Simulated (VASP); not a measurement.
Here is a VASP 6.6.1 calculation.

The input INCAR:

```
ALGO = Normal
EDIFF = 1E-6
ENCUT = 520
GGA = PE
ISIF = 2
ISMEAR = 0
LASPH = True
LCHARG = False
LREAL = False
LWAVE = False
NBANDS = 18
NELM = 100
PREC = Accurate
SIGMA = 0.05
```

Contents of KPOINTS:

```
k-points
0
Gamma
  8 8 8
```

The input POSCAR:

```
HfO2
1.0
    0.0000000000      2.5575000000      2.6853750000
    2.5575000000      0.0000000000      2.6853750000
    2.5575000000      2.5575000000      0.0000000000
Hf O
1 2
Direct
    0.0000000000      0.0000000000      0.0000000000
    0.2500000000      0.2500000000      0.2500000000
    0.7500000000      0.7500000000      0.7500000000
```

Potentials or basis: VASP PAW PBE potentials, release 64 (Hf_pv, O).

Launch:

```sh
$ cat potpaw_PBE.64/Hf_pv/POTCAR potpaw_PBE.64/O/POTCAR > POTCAR
$ mpirun -np 1 vasp_std > vasp.out
```

Predict the pressure.

-15.8 GPa.

Estimate the band gap on the k mesh.

3.15 eV, indirect (least direct gap 3.32 eV).

Stress tensor (GPa, compression positive):
```
 -8.82   0.00   0.00
  0.00  -8.82   0.00
  0.00   0.00 -29.75
```

Caveat: the cell differs from its parent crystal (strain +0.000 along x and y, +0.050 along z); spin-orbit coupling is left out, which moves the levels of the heavy elements. A k mesh can miss the band edges.
